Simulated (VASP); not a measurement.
# GeMo (rocksalt type) (Fm-3m) in VASP: notebook

The runs below take GeMo (rocksalt type) through single point, with r2SCAN, r2SCAN+U.

All numbers are computed with VASP 6.6.1; they aren't measurements. Logs are shortened: lines on timing, memory, paths and dates and some standing lists are left out, and cuts for length are marked.

## (1) The cell of the first run

The structure is cubic, space group Fm-3m (No. 225). The conventional cell has a = 4.667 Å, b = 4.667 Å, c = 4.667 Å, α = 90.00°, β = 90.00°, γ = 90.00°. Within 3.1 Å of Mo (site symmetry m-3m) lie 6 Ge at 2.33 Å. Ge (site symmetry m-3m) has 6 Mo at 2.33 Å within 3.1 Å.

## (2) Single point, r2SCAN (12.71 Å³/atom)

File POSCAR:

```
GeMo
1.0
    0.0000000000      2.3336624572      2.3336624572
    2.3336624572      0.0000000000      2.3336624572
    2.3336624572      2.3336624572      0.0000000000
Mo Ge
1 1
Direct
    0.0000000000      0.0000000000      0.0000000000
    0.5000000000      0.5000000000      0.5000000000
```

File INCAR.step1:

```
ALGO = Normal
EDIFF = 1E-4
ENCUT = 520
GGA = PE
ISMEAR = -1
LASPH = True
LCHARG = False
LREAL = False
LWAVE = True
NBANDS = 21
NELM = 80
PREC = Accurate
SIGMA = 0.08
```

File INCAR.step2:

```
ALGO = Normal
EDIFF = 1E-7
ENCUT = 520
ISIF = 2
ISMEAR = -1
ISTART = 1
LASPH = True
LCHARG = False
LMIXTAU = True
LREAL = False
LWAVE = False
METAGGA = R2SCAN
NBANDS = 21
NELM = 80
PREC = Accurate
SIGMA = 0.08
```

File KPOINTS:

```
k-points
0
Gamma
  14 14 14
```

Potentials or basis: VASP PAW PBE potentials, release 64 (Mo_sv, Ge_d).

On the command line:

```console
$ cat potpaw_PBE.64/Mo_sv/POTCAR potpaw_PBE.64/Ge_d/POTCAR > POTCAR
$ cp INCAR.step1 INCAR
$ mpirun -np 1 vasp_std > vasp.out
$ cp INCAR.step2 INCAR
$ mpirun -np 1 vasp_std > vasp.out
```

OUTCAR:

```text
EDIFF = 1E-7
   ENCUT = 520
   ISIF = 2
   ISMEAR = -1
   ISTART = 1
   LASPH = True
   LREAL = False
   METAGGA = R2SCAN
   NELM = 80
   PREC = Accurate

 ion  position               nearest neighbor table
   1  0.000  0.000  0.000-   2 2.33   2 2.33   2 2.33   2 2.33   2 2.33   2 2.33
   2  0.500  0.500  0.500-   1 2.33   1 2.33   1 2.33   1 2.33   1 2.33   1 2.33

  LATTYP: Found a face centered cubic cell.
 ALAT       =     4.6673249144

  Lattice vectors:

 A1 = (   0.0000000000,   2.3336624572,   2.3336624572)
 A2 = (   2.3336624572,   0.0000000000,   2.3336624572)
 A3 = (   2.3336624572,   2.3336624572,   0.0000000000)

Analysis of symmetry for initial positions (statically):
=====================================================================
 Subroutine PRICEL returns:
 Original cell was already a primitive cell.

 Routine SETGRP: Setting up the symmetry group for a
 face centered cubic supercell.

 Subroutine GETGRP returns: Found 48 space group operations
 (whereof 48 operations were pure point group operations)
 out of a pool of 48 trial point group operations.

The static configuration has the point symmetry O_h .

Analysis of symmetry for dynamics (positions and initial velocities):
=====================================================================
 Subroutine PRICEL returns:
 Original cell was already a primitive cell.

 Routine SETGRP: Setting up the symmetry group for a
 face centered cubic supercell.

 Subroutine GETGRP returns: Found 48 space group operations
 (whereof 48 operations were pure point group operations)
 out of a pool of 48 trial point group operations.

The dynamic configuration has the point symmetry O_h .

 Subroutine INISYM returns: Found 48 space group operations
 (whereof 48 operations are pure point group operations),
 and found     1 'primitive' translations

----------------------------------------------------------------------------------------

                                     Primitive cell

  volume of cell :      25.4182

  direct lattice vectors                    reciprocal lattice vectors
     0.000000000  2.333662457  2.333662457    -0.214255493  0.214255493  0.214255493
     2.333662457  0.000000000  2.333662457     0.214255493 -0.214255493  0.214255493
     2.333662457  2.333662457  0.000000000     0.214255493  0.214255493 -0.214255493

  length of vectors
     3.300297097  3.300297097  3.300297097     0.371101399  0.371101399  0.371101399

  position of ions in fractional coordinates (direct lattice)
     0.000000000  0.000000000  0.000000000
     0.500000000  0.500000000  0.500000000

  ion indices of the primitive-cell ions
   primitive index   ion index
                 1           1
                 2           2

----------------------------------------------------------------------------------------

 KPOINTS: k-points

Automatic generation of k-mesh.
 Grid dimensions read from file:
 generate k-points for:   14   14   14

 Generating k-lattice:

  Cartesian coordinates                     Fractional coordinates (reciprocal lattice)
    -0.015303964  0.015303964  0.015303964     0.071428571  0.000000000  0.000000000
     0.015303964 -0.015303964  0.015303964     0.000000000  0.071428571  0.000000000
     0.015303964  0.015303964 -0.015303964     0.000000000  0.000000000  0.071428571

  Length of vectors
     0.026507243  0.026507243  0.026507243

  Shift w.r.t. Gamma in fractional coordinates (k-lattice)
     0.000000000  0.000000000  0.000000000

 Subroutine IBZKPT returns following result:
 ===========================================

 Found    104 irreducible k-points:

 Following reciprocal coordinates:
            Coordinates               Weight
  0.000000  0.000000  0.000000      1.000000
  0.071429  0.000000  0.000000      8.000000
  0.142857  0.000000  0.000000      8.000000
  0.214286  0.000000  0.000000      8.000000
  0.285714  0.000000  0.000000      8.000000
  0.357143  0.000000  0.000000      8.000000
[... 16 lines left out ...]
  0.214286  0.142857  0.000000     24.000000
  0.285714  0.142857  0.000000     24.000000
 [... further k-points ...]
   k-points           NKPTS =    104   k-points in BZ     NKDIM =    104   number of bands    NBANDS=     21
   number of dos      NEDOS =    301   number of ions     NIONS =      2
   total plane-waves  NPLWV =  21952
   dimension x,y,z NGX =    28 NGY =   28 NGZ =   28
   dimension x,y,z NGXF=    56 NGYF=   56 NGZF=   56
   ions per type =               1   1
   NGX,Y,Z   is equivalent  to a cutoff of  14.10, 14.10, 14.10 a.u.
   NGXF,Y,Z  is equivalent  to a cutoff of  28.21, 28.21, 28.21 a.u.
 SYSTEM =  unknown system
   PREC   = accura    normal or accurate (medium, high low for compatibility)
   ISTART =      1    job   : 0-new  1-cont  2-samecut
   ICHARG =      0    charge: 1-file 2-atom 10-const
   ISPIN  =      1    spin polarized calculation?
   LNONCOLLINEAR =      F non collinear calculations
   LSORBIT =      F    spin-orbit coupling
   LASPH  =      T    aspherical Exc in radial PAW
   ENCUT  =  520.0 eV  38.22 Ry    6.18 a.u.   6.14  6.14  6.14*2*pi/ulx,y,z
   NELM   =     80;   NELMIN=  2; NELMDL=  0     # of ELM steps
   EDIFF  = 0.1E-06   stopping-criterion for ELM
   LREAL  =      F    real-space projection
   EDIFFG = 0.1E-05   stopping-criterion for IOM
   NSW    =      0    number of steps for IOM
   IBRION =     -1    ionic relax: 0-MD 1-quasi-New 2-CG
   NFREE  =      0    steps in history (QN), initial steepest desc. (CG)
   ISIF   =      2    stress and relaxation
   ISYM   =      2    0-nonsym 1-usesym 2-fastsym
   POTIM  = 0.5000    time-step for ionic-motion
   TEBEG  =    0.0;   TEEND  =   0.0 temperature during run
   PSTRESS=    0.0 pullay stress
   NELECT =      28.0000    total number of electrons
   NUPDOWN=      -1.0000    fix difference up-down
   EMIN   =  10.00;   EMAX   =-10.00  energy-range for DOS
   EFERMI =   0.00;   METHOD = LEGACY
   ISMEAR =    -1;   SIGMA  =   0.08  broadening in eV -4-tet -1-fermi 0-gaus
   EFERMI_NEDOS =   21; number of points for ismear=-14 and -15
   IALGO  =     38    algorithm
   IMIX   =      4    mixing-type and parameters
     AMIX     =   0.40;   BMIX     =  1.00
     AMIX_MAG =   1.60;   BMIX_MAG =  1.00
  volume/ion in A,a.u.               =      12.71        85.77
  Fermi-wavevector in a.u.,A,eV,Ry     =   1.690750  3.195055 38.894111  2.858637
  Thomas-Fermi vector in A             =   2.772641
   LORBIT       =      0    0 simple, 1 ext, 2 COOP (PROOUT), +10 PAW based schemes
   METAGGA = R2SCAN    functional components
   LHFCALC =     F    Hartree Fock is set to
   AEXX    =    0.0000 exact exchange contribution
   IVDW    =     0    specifies the selected vdW correction
   LEPSILON=     F    determine dielectric tensor
   LRPA    =     F    only Hartree local field effects (RPA)
 non-spin polarized calculation
  energy-cutoff  :      520.00
  volume of cell :       25.42
 maximum number of plane-waves:       701
 NGX is ok and might be reduce to    28
   NGX = 13   NGY = 13   NGZ = 13

 number of electron      27.9999994 magnetization

 Free energy of the ion-electron system (eV)
  ---------------------------------------------------
  ext. energy  EPLUGINS =         0.00000000
  ---------------------------------------------------
  free energy    TOTEN  =       -37.33764732 eV

  energy without entropy =      -37.30485489  energy(sigma->0) =      -37.32125110

 E-fermi :  13.9074     XC(G=0): -15.2676

 val. band max:       13.8669611377   @ k =   0.5000   0.1429   0.0000
 cond. band min:      13.9078038891   @ k =  -0.3571   0.2143   0.0714
 fundamental gap:      0.0408427514
 Fermi energy:        13.9074074772

 k-point     1 :       0.0000    0.0000    0.0000
  band No.  band energies     occupation
      1     -49.1421      2.00000
      2     -22.5565      2.00000
      3     -22.5565      2.00000
      4     -22.5565      2.00000
      5     -11.9670      2.00000
      6     -11.9670      2.00000
[... 13 lines left out ...]
     20      27.5990      0.00000
     21      32.2540      0.00000

 k-point     2 :       0.0714    0.0000    0.0000
  band No.  band energies     occupation
      1     -49.1397      2.00000
      2     -22.5811      2.00000
      3     -22.5616      2.00000
      4     -22.5616      2.00000
      5     -11.9584      2.00000
      6     -11.9584      2.00000
[... 13 lines left out ...]
     20      27.9647      0.00000
     21      31.3286      0.00000

 k-point     3 :       0.1429    0.0000    0.0000
  band No.  band energies     occupation
      1     -49.1329      2.00000
      2     -22.6495      2.00000
      3     -22.5761      2.00000
      4     -22.5761      2.00000
      5     -11.9343      2.00000
      6     -11.9343      2.00000
[... 13 lines left out ...]
     20      28.1340      0.00000
     21      30.4530      0.00000

 k-point     4 :       0.2143    0.0000    0.0000
  band No.  band energies     occupation
      1     -49.1230      2.00000
      2     -22.7469      2.00000
      3     -22.5968      2.00000
      4     -22.5968      2.00000
      5     -11.8993      2.00000
      6     -11.8993      2.00000
[... 13 lines left out ...]
     20      27.5386      0.00000
     21      28.7467      0.00000

 k-point     5 :       0.2857    0.0000    0.0000
  band No.  band energies     occupation
      1     -49.1121      2.00000
      2     -22.8532      2.00000
      3     -22.6197      2.00000
      4     -22.6197      2.00000
      5     -11.8604      2.00000
      6     -11.8604      2.00000
[... 13 lines left out ...]
     20      27.0505      0.00000
     21      27.0506      0.00000
[... 382 lines left out ...]
     20      28.2757      0.00000
     21      30.4251      0.00000

 k-point    22 :       0.1429    0.1429    0.0000
  band No.  band energies     occupation
      1     -49.1300      2.00000
      2     -22.6626      2.00000
      3     -22.5879      2.00000
      4     -22.5879      2.00000
      5     -11.9600      2.00000
      6     -11.9008      2.00000
[... 13 lines left out ...]
     20      29.4498      0.00000
     21      29.5938      0.00000

 k-point    23 :       0.2143    0.1429    0.0000
  band No.  band energies     occupation
      1     -49.1227      2.00000
      2     -22.7240      2.00000
      3     -22.6057      2.00000
      4     -22.6055      2.00000
      5     -11.9487      2.00000
      6     -11.8745      2.00000
[... 13 lines left out ...]
     20      27.7341      0.00000
     21      28.7890      0.00000

 k-point    24 :       0.2857    0.1429    0.0000
  band No.  band energies     occupation
      1     -49.1133      2.00000
      2     -22.8045      2.00000
      3     -22.6298      2.00000
      4     -22.6265      2.00000
      5     -11.9231      2.00000
      6     -11.8592      2.00000
[... 13 lines left out ...]
     20      26.5682      0.00000
     21      27.8721      0.00000

 [... further k-points ...]
[... 5 lines left out ...]
  --------------------------------------------------------------------------------------
  -------------------------------------------------------------------------------------
  Total       13.4289944     13.4289944     13.4289944      0.0000000      0.0000000      0.0000000
  in kB      846.4668601    846.4668601    846.4668601      0.0000000      0.0000000      0.0000000
  external PRESSURE =     846.4668601 kB  Pullay stress =       0.0000000 kB

 VOLUME and BASIS-vectors are now :
 -----------------------------------------------------------------------------
  energy-cutoff  :      520.00
  volume of cell :       25.42
      direct lattice vectors                 reciprocal lattice vectors
     0.000000000  2.333662457  2.333662457    -0.214255493  0.214255493  0.214255493
     2.333662457  0.000000000  2.333662457     0.214255493 -0.214255493  0.214255493
     2.333662457  2.333662457  0.000000000     0.214255493  0.214255493 -0.214255493

 POSITION                                       TOTAL-FORCE (eV/Angst)
 -----------------------------------------------------------------------------------
      0.00000      0.00000      0.00000        -0.000000      0.000000      0.000000
      2.33366      2.33366      2.33366         0.000000     -0.000000     -0.000000
 -----------------------------------------------------------------------------------
    total drift:                                0.000000      0.000000      0.000000

  FREE ENERGIE OF THE ION-ELECTRON SYSTEM (eV)
  ---------------------------------------------------
  free  energy   TOTEN  =       -37.3376473210 eV

  energy  without entropy=      -37.3048548875  energy(sigma->0) =      -37.32125110
```

It took 3.7 min on 1 thread of AMD EPYC 9R45 (Zen 5), shared host; peak memory 0.18 GiB.

Results:

* Free energy: -37.3376 eV
* Pressure: 84.6 GPa
* Band gap on the k mesh: zero (bands 14 and 15 overlap by 3.16 eV)

Caveat: the cell stands under pressure; the PAW data sets were made with another functional, which shifts forces and pressure a little.

## (3) Single point, r2SCAN (14.05 Å³/atom)

This run uses another cell than the first one, of 14.05 Å³/atom.

File POSCAR:

```
GeMo
1.0
    0.0000000000      2.4128293339      2.4128293339
    2.4128293339      0.0000000000      2.4128293339
    2.4128293339      2.4128293339      0.0000000000
Mo Ge
1 1
Direct
    0.0000000000      0.0000000000      0.0000000000
    0.5000000000      0.5000000000      0.5000000000
```

File INCAR.step1:

```
SYSTEM = GeMo
PREC = Accurate ; ENCUT = 520
ISMEAR = -1 ; SIGMA = 0.08
LREAL = .False. ; LASPH = .True.
NELM = 100 ; NBANDS = 21
GGA = PE ; ALGO = Normal
EDIFF = 1E-4 ; LWAVE = .True.
LCHARG = .False.
```

File INCAR.step2:

```
SYSTEM = GeMo
PREC = Accurate ; ENCUT = 520
EDIFF = 1E-6 ; ISMEAR = -1
SIGMA = 0.08 ; LREAL = .False.
LASPH = .True. ; NELM = 100
ALGO = Normal ; ISIF = 2
LWAVE = .False. ; LCHARG = .False.
METAGGA = R2SCAN ; LMIXTAU = .True.
NBANDS = 21 ; ISTART = 1
```

File KPOINTS:

```
Automatic mesh
0
Gamma
  14 14 14
  0 0 0
```

Potentials or basis: VASP PAW PBE potentials, release 64 (Mo_sv, Ge_d).

On the command line:

```console
$ cat potpaw_PBE.64/Mo_sv/POTCAR potpaw_PBE.64/Ge_d/POTCAR > POTCAR
$ cp INCAR.step1 INCAR
$ mpirun -np 1 vasp_std > vasp.out
$ cp INCAR.step2 INCAR
$ mpirun -np 1 vasp_std > vasp.out
```

Run time: 3 min. Hardware: 1 thread of AMD EPYC 9R45 (Zen 5), shared host; peak memory 0.18 GiB.

It converged, with:

```yaml
Free_energy: -38.3824 eV
Pressure: 43.4 GPa
Band_gap_on_the_k_mesh: zero (bands 14 and 15 overlap by 2.73 eV)
```

Levels at points of the mesh, in eV from the Fermi level:
| k point | band 12 | band 13 | band 14 | band 15 | band 16 | band 17 |
| --- | --- | --- | --- | --- | --- | --- |
| (0.00, 0.00, 0.00) | -2.19 | -2.19 | -1.31 | -1.31 | 3.22 | 3.22 |
| (0.50, 0.00, 0.00) | -4.69 | -4.69 | 0.34 | 0.34 | 2.21 | 5.67 |
| (0.50, 0.50, 0.00) | -4.31 | -0.15 | -0.07 | -0.07 | 1.17 | 1.17 |

Caveat: the cell stands under pressure; the PAW data sets were made with another functional, which shifts forces and pressure a little.

## (4) Single point, r2SCAN (15.38 Å³/atom)

This run uses another cell than the first one, of 15.38 Å³/atom.

File POSCAR:

```
GeMo
1.0
    0.0000000000      2.4871164381      2.4871164381
    2.4871164381      0.0000000000      2.4871164381
    2.4871164381      2.4871164381      0.0000000000
Mo Ge
1 1
Direct
    0.0000000000      0.0000000000      0.0000000000
    0.5000000000      0.5000000000      0.5000000000
```

File INCAR.step1:

```
SYSTEM = GeMo
  ALGO = Normal
  EDIFF = 1E-4
  ENCUT = 520
  GGA = PE
  ISMEAR = -1
  LASPH = .TRUE.
  LCHARG = .FALSE.
  LREAL = .FALSE.
  LWAVE = .TRUE.
  NBANDS = 21
  NELM = 80
  PREC = Accurate
  SIGMA = 0.08
```

File INCAR.step2:

```
SYSTEM = GeMo
  ALGO = Normal
  EDIFF = 1E-7
  ENCUT = 520
  ISIF = 2
  ISMEAR = -1
  ISTART = 1
  LASPH = .TRUE.
  LCHARG = .FALSE.
  LMIXTAU = .TRUE.
  LREAL = .FALSE.
  LWAVE = .FALSE.
  METAGGA = R2SCAN
  NBANDS = 21
  NELM = 80
  PREC = Accurate
  SIGMA = 0.08
```

File KPOINTS:

```
k-points
0
G
  14 14 14
  0 0 0
```

On the command line:

```console
$ cat potpaw_PBE.64/Mo_sv/POTCAR potpaw_PBE.64/Ge_d/POTCAR > POTCAR
$ cp INCAR.step1 INCAR
$ mpirun -np 1 vasp_std > vasp.out
$ cp INCAR.step2 INCAR
$ mpirun -np 1 vasp_std > vasp.out
```

Wall time 3.8 min (1 thread of AMD EPYC 9R45 (Zen 5), shared host); peak memory 0.19 GiB.

Results (log left out):

| Property | Result |
| --- | --- |
| Free energy | -38.8740 eV |
| Pressure | 17.2 GPa |
| Band gap on the k mesh | zero (bands 14 and 15 overlap by 2.39 eV) |

Levels at points of the mesh, in eV from the Fermi level:
| k point | band 10 | band 11 | band 12 | band 13 | band 14 | band 15 | band 16 | band 17 | band 18 | band 19 |
| --- | --- | --- | --- | --- | --- | --- | --- | --- | --- | --- |
| (0.00, 0.00, 0.00) | -12.84 | -1.89 | -1.89 | -1.89 | -1.20 | -1.20 | 2.95 | 2.95 | 2.95 | 9.17 |
| (0.50, 0.00, 0.00) | -9.02 | -7.09 | -4.24 | -4.24 | 0.31 | 0.31 | 1.88 | 5.56 | 8.86 | 8.86 |
| (0.50, 0.50, 0.00) | -10.37 | -4.35 | -3.75 | -0.19 | -0.15 | -0.15 | 1.03 | 1.03 | 3.35 | 7.35 |

Caveat: the cell stands under pressure; the PAW data sets were made with another functional, which shifts forces and pressure a little.

(Continued in part 2 of 2.)
